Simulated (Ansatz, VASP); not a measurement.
# Two plane-wave programs on W

```xyz
1
Lattice="-1.5677 1.5677 1.5677 1.5677 -1.5677 1.5677 1.5677 1.5677 -1.5677" Properties=species:S:1:pos:R:3 pbc="T T T"
W     0.0000    0.0000    0.0000
```

Alike in both runs: task single point; functional LDA; k mesh 14 × 14 × 14; no spin polarisation.

|  | VASP | Ansatz |
| --- | --- | --- |
| version | VASP 6.6.1 | Ansatz 0.2.0 |
| potentials or method | VASP PAW LDA potentials, release 64 (W_sv), cutoff 520 eV | plane waves (420 eV) with PAW, scalar-relativistic |
| occupations | methfessel-paxton of order 1, width 0.03 eV | cold, width 0.03 eV |
| valence electrons in the cell | 14 | 14 |

VASP gave:

```
pressure (GPa) : 1.8
```

**Question.** Which values does Ansatz return?

**Answer.** Pressure (GPa): -0.1.

Ansatz warns that its potentials were made for another functional, while VASP's fit it. LDA's correlation is that of Perdew and Zunger in VASP and of Perdew and Wang (1992) in Ansatz.

Spin-orbit coupling is off throughout.
